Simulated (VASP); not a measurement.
# SnO2 (fluorite type) (Fm-3m) in VASP: notebook, part 2 of 2

VASP 6.6.1. The steps go on from the part before.

### 5 Single point, PBE

This run uses another cell than the first one, of 11.56 Å³/atom.

Input file INCAR:

```
SYSTEM = SnO2
ALGO     = Normal         ! electronic algorithm
EDIFF    = 1E-6           ! SCF threshold, eV
ENCUT    = 520            ! plane-wave cutoff, eV
GGA      = PE             ! functional
ISIF     = 2              ! what is computed and relaxed
ISMEAR   = -1             ! smearing method
LASPH    = .True.         ! aspherical terms in the spheres
LCHARG   = .False.        ! write CHGCAR
LREAL    = .False.        ! projectors in reciprocal space
LWAVE    = .False.        ! write WAVECAR
NBANDS   = 20             ! bands
NELM     = 100            ! most SCF steps
PREC     = Accurate       ! precision mode
SIGMA    = 0.06122561905347299 ! smearing width, eV
```

Input file KPOINTS:

```
k-points
0
Gamma
  13 13 13
  0 0 0
```

Input file POSCAR:

```
SnO2
1.0
    0.0000000000      2.5884727621      2.5884727621
    2.5884727621      0.0000000000      2.5884727621
    2.5884727621      2.5884727621      0.0000000000
Sn O
1 2
Direct
    0.0000000000      0.0000000000      0.0000000000
    0.2500000000      0.2500000000      0.2500000000
    0.7500000000      0.7500000000      0.7500000000
```

Potentials or basis: VASP PAW PBE potentials, release 64 (Sn_d, O).

The run is started by

```
cat potpaw_PBE.64/Sn_d/POTCAR potpaw_PBE.64/O/POTCAR > POTCAR
mpirun -np 1 vasp_std > vasp.out
```

OUTCAR:

```text
SYSTEM = SnO2
   EDIFF = 1E-6
   ENCUT = 520
   GGA = PE
   ISIF = 2
   ISMEAR = -1
   LASPH = .True.
   LREAL = .False.
   NELM = 100
   PREC = Accurate

 ion  position               nearest neighbor table
   1  0.000  0.000  0.000-   3 2.24   3 2.24   3 2.24   2 2.24   2 2.24   2 2.24   3 2.24   2 2.24

   2  0.250  0.250  0.250-   1 2.24   1 2.24   1 2.24   1 2.24
   3  0.750  0.750  0.750-   1 2.24   1 2.24   1 2.24   1 2.24

  LATTYP: Found a face centered cubic cell.
 ALAT       =     5.1769455242

  Lattice vectors:

 A1 = (   0.0000000000,   2.5884727621,   2.5884727621)
 A2 = (   2.5884727621,   0.0000000000,   2.5884727621)
 A3 = (   2.5884727621,   2.5884727621,   0.0000000000)

Analysis of symmetry for initial positions (statically):
=====================================================================
 Subroutine PRICEL returns:
 Original cell was already a primitive cell.

 Routine SETGRP: Setting up the symmetry group for a
 face centered cubic supercell.

 Subroutine GETGRP returns: Found 48 space group operations
 (whereof 48 operations were pure point group operations)
 out of a pool of 48 trial point group operations.

The static configuration has the point symmetry O_h .

Analysis of symmetry for dynamics (positions and initial velocities):
=====================================================================
 Subroutine PRICEL returns:
 Original cell was already a primitive cell.

 Routine SETGRP: Setting up the symmetry group for a
 face centered cubic supercell.

 Subroutine GETGRP returns: Found 48 space group operations
 (whereof 48 operations were pure point group operations)
 out of a pool of 48 trial point group operations.

The dynamic configuration has the point symmetry O_h .

 Subroutine INISYM returns: Found 48 space group operations
 (whereof 48 operations are pure point group operations),
 and found     1 'primitive' translations

----------------------------------------------------------------------------------------

                                     Primitive cell

  volume of cell :      34.6865

  direct lattice vectors                    reciprocal lattice vectors
     0.000000000  2.588472762  2.588472762    -0.193164096  0.193164096  0.193164096
     2.588472762  0.000000000  2.588472762     0.193164096 -0.193164096  0.193164096
     2.588472762  2.588472762  0.000000000     0.193164096  0.193164096 -0.193164096

  length of vectors
     3.660653286  3.660653286  3.660653286     0.334570028  0.334570028  0.334570028

  position of ions in fractional coordinates (direct lattice)
     0.000000000  0.000000000  0.000000000
     0.250000000  0.250000000  0.250000000
     0.750000000  0.750000000  0.750000000

  ion indices of the primitive-cell ions
   primitive index   ion index
                 1           1
                 2           2
                 3           3

----------------------------------------------------------------------------------------

 KPOINTS: k-points

Automatic generation of k-mesh.
 Grid dimensions read from file:
 generate k-points for:   13   13   13

 Generating k-lattice:

  Cartesian coordinates                     Fractional coordinates (reciprocal lattice)
    -0.014858777  0.014858777  0.014858777     0.076923077  0.000000000  0.000000000
     0.014858777 -0.014858777  0.014858777     0.000000000  0.076923077  0.000000000
     0.014858777  0.014858777 -0.014858777     0.000000000  0.000000000  0.076923077

  Length of vectors
     0.025736156  0.025736156  0.025736156

  Shift w.r.t. Gamma in fractional coordinates (k-lattice)
     0.000000000  0.000000000  0.000000000

 Subroutine IBZKPT returns following result:
 ===========================================

 Found     84 irreducible k-points:

 Following reciprocal coordinates:
            Coordinates               Weight
  0.000000  0.000000  0.000000      1.000000
  0.076923  0.000000  0.000000      8.000000
  0.153846  0.000000  0.000000      8.000000
  0.230769  0.000000  0.000000      8.000000
  0.307692  0.000000  0.000000      8.000000
  0.384615  0.000000  0.000000      8.000000
[... 16 lines left out ...]
  0.384615  0.153846  0.000000     24.000000
  0.461538  0.153846  0.000000     24.000000
 [... further k-points ...]
   k-points           NKPTS =     84   k-points in BZ     NKDIM =     84   number of bands    NBANDS=     20
   number of dos      NEDOS =    301   number of ions     NIONS =      3
   total plane-waves  NPLWV =  21952
   dimension x,y,z NGX =    28 NGY =   28 NGZ =   28
   dimension x,y,z NGXF=    56 NGYF=   56 NGZF=   56
   ions per type =               1   2
   NGX,Y,Z   is equivalent  to a cutoff of  12.72, 12.72, 12.72 a.u.
   NGXF,Y,Z  is equivalent  to a cutoff of  25.43, 25.43, 25.43 a.u.
 SYSTEM =  SnO2
   PREC   = accura    normal or accurate (medium, high low for compatibility)
   ISTART =      0    job   : 0-new  1-cont  2-samecut
   ICHARG =      2    charge: 1-file 2-atom 10-const
   ISPIN  =      1    spin polarized calculation?
   LNONCOLLINEAR =      F non collinear calculations
   LSORBIT =      F    spin-orbit coupling
   LASPH  =      T    aspherical Exc in radial PAW
   ENCUT  =  520.0 eV  38.22 Ry    6.18 a.u.   6.81  6.81  6.81*2*pi/ulx,y,z
   NELM   =    100;   NELMIN=  2; NELMDL= -5     # of ELM steps
   EDIFF  = 0.1E-05   stopping-criterion for ELM
   LREAL  =      F    real-space projection
   EDIFFG = 0.1E-04   stopping-criterion for IOM
   NSW    =      0    number of steps for IOM
   IBRION =     -1    ionic relax: 0-MD 1-quasi-New 2-CG
   NFREE  =      0    steps in history (QN), initial steepest desc. (CG)
   ISIF   =      2    stress and relaxation
   ISYM   =      2    0-nonsym 1-usesym 2-fastsym
   POTIM  = 0.5000    time-step for ionic-motion
   TEBEG  =    0.0;   TEEND  =   0.0 temperature during run
   PSTRESS=    0.0 pullay stress
   NELECT =      26.0000    total number of electrons
   NUPDOWN=      -1.0000    fix difference up-down
   EMIN   =  10.00;   EMAX   =-10.00  energy-range for DOS
   EFERMI =   0.00;   METHOD = LEGACY
   ISMEAR =    -1;   SIGMA  =   0.06  broadening in eV -4-tet -1-fermi 0-gaus
   EFERMI_NEDOS =   21; number of points for ismear=-14 and -15
   IALGO  =     38    algorithm
   IMIX   =      4    mixing-type and parameters
     AMIX     =   0.40;   BMIX     =  1.00
     AMIX_MAG =   1.60;   BMIX_MAG =  1.00
  volume/ion in A,a.u.               =      11.56        78.03
  Fermi-wavevector in a.u.,A,eV,Ry     =   1.487119  2.810247 30.089590  2.211523
  Thomas-Fermi vector in A             =   2.600320
   LORBIT       =      0    0 simple, 1 ext, 2 COOP (PROOUT), +10 PAW based schemes
   GGA     = PE    functional components
   LHFCALC =     F    Hartree Fock is set to
   AEXX    =    0.0000 exact exchange contribution
   IVDW    =     0    specifies the selected vdW correction
   LEPSILON=     F    determine dielectric tensor
   LRPA    =     F    only Hartree local field effects (RPA)
 non-spin polarized calculation
  energy-cutoff  :      520.00
  volume of cell :       34.69
 maximum number of plane-waves:       950
   NGX = 13   NGY = 13   NGZ = 13

 number of electron      26.0000001 magnetization

 Free energy of the ion-electron system (eV)
  ---------------------------------------------------
  ext. energy  EPLUGINS =         0.00000000
  ---------------------------------------------------
  free energy    TOTEN  =       -17.91268220 eV

  energy without entropy =      -17.91210287  energy(sigma->0) =      -17.91239253

 E-fermi :   7.3606     XC(G=0): -11.5729

 val. band max:        7.0741381124   @ k =  -0.3077   0.4615   0.2308
 cond. band min:       7.5619975512   @ k =   0.0769   0.0000   0.0000
 fundamental gap:      0.4878594388
 Fermi energy:         7.3606319570

 k-point     1 :       0.0000    0.0000    0.0000
  band No.  band energies     occupation
      1     -13.4527      2.00000
      2     -13.4527      2.00000
      3     -13.4527      2.00000
      4     -13.3396      2.00000
      5     -13.3396      2.00000
      6     -12.0355      2.00000
[... 12 lines left out ...]
     19      22.1232      0.00000
     20      22.1232      0.00000
[... 507 lines left out ...]
 k-point    24 :       0.4615    0.1538    0.0000
  band No.  band energies     occupation
      1     -13.7598      2.00000
      2     -13.4660      2.00000
      3     -13.3957      2.00000
      4     -13.3475      2.00000
      5     -13.3080      2.00000
      6     -10.3796      2.00000
[... 12 lines left out ...]
     19      22.6638      0.00000
     20      24.9271      0.00000

 [... further k-points ...]

------------------------ aborting loop because EDIFF is reached ----------------------------------------

  FORCE on cell =-STRESS in cart. coord.  units (eV):
  Direction    XX          YY          ZZ          XY          YZ          ZX
  --------------------------------------------------------------------------------------
  -------------------------------------------------------------------------------------
  Total       -0.6430858     -0.6430858     -0.6430858      0.0000000     -0.0000000      0.0000000
  in kB      -29.7042567    -29.7042567    -29.7042567      0.0000000     -0.0000000      0.0000000
  external PRESSURE =     -29.7042567 kB  Pullay stress =       0.0000000 kB

 VOLUME and BASIS-vectors are now :
 -----------------------------------------------------------------------------
  energy-cutoff  :      520.00
  volume of cell :       34.69
      direct lattice vectors                 reciprocal lattice vectors
     0.000000000  2.588472762  2.588472762    -0.193164096  0.193164096  0.193164096
     2.588472762  0.000000000  2.588472762     0.193164096 -0.193164096  0.193164096
     2.588472762  2.588472762  0.000000000     0.193164096  0.193164096 -0.193164096

 POSITION                                       TOTAL-FORCE (eV/Angst)
 -----------------------------------------------------------------------------------
      0.00000      0.00000      0.00000         0.000000      0.000000      0.000000
      1.29424      1.29424      1.29424         0.000000      0.000000      0.000000
      3.88271      3.88271      3.88271        -0.000000     -0.000000     -0.000000
 -----------------------------------------------------------------------------------
    total drift:                                0.000000     -0.000000      0.000000

  FREE ENERGIE OF THE ION-ELECTRON SYSTEM (eV)
  ---------------------------------------------------
  free  energy   TOTEN  =       -17.9126821971 eV

  energy  without entropy=      -17.9121028666  energy(sigma->0) =      -17.91239253
```

Wall time 28 s (1 thread of Intel Xeon 6975P-C (Granite Rapids), shared host); peak memory 0.19 GiB.

What came out:

```
Free energy            : -17.9127 eV
Pressure               : -3.0 GPa
Band gap on the k mesh : zero (bands 13 and 14 overlap by 0.30 eV)
```

Caveat: semilocal functionals underestimate gaps, and a narrow one can read as zero; spin-orbit coupling is left out, which moves the levels of the heavy elements.

### 6 Overview

```csv
cell,gap on the mesh (eV),pressure (GPa)
"a = 3.612 Å, angles 60.0°, 3 atoms",0.08,4.6
"a = 3.637 Å, angles 60.0°, 3 atoms",none,0.6
"a = 3.661 Å, angles 60.0°, 3 atoms",none,-3.0
```

Alike in all rows: task single point; level PBE; potentials or basis VASP PAW PBE potentials, release 64 (Sn_d, O); no spin polarisation; k mesh 13 × 13 × 13; cutoff (eV) 520; smearing fermi-dirac 0.0612256 eV.

Caveats: semilocal functionals underestimate gaps, and a narrow one can read as zero; spin-orbit coupling is left out, which moves the levels of the heavy elements; the cell stands under pressure (at least some runs); the smearing spreads over this small gap (at least some runs); an odd mesh through Γ misses points on the zone boundary, where band edges can lie (at least some runs).

Total energies depend on the potentials used, so only differences within one code and one set of settings carry meaning.

The gap in the log of VASP goes by the Fermi energy; the results here count the filled bands.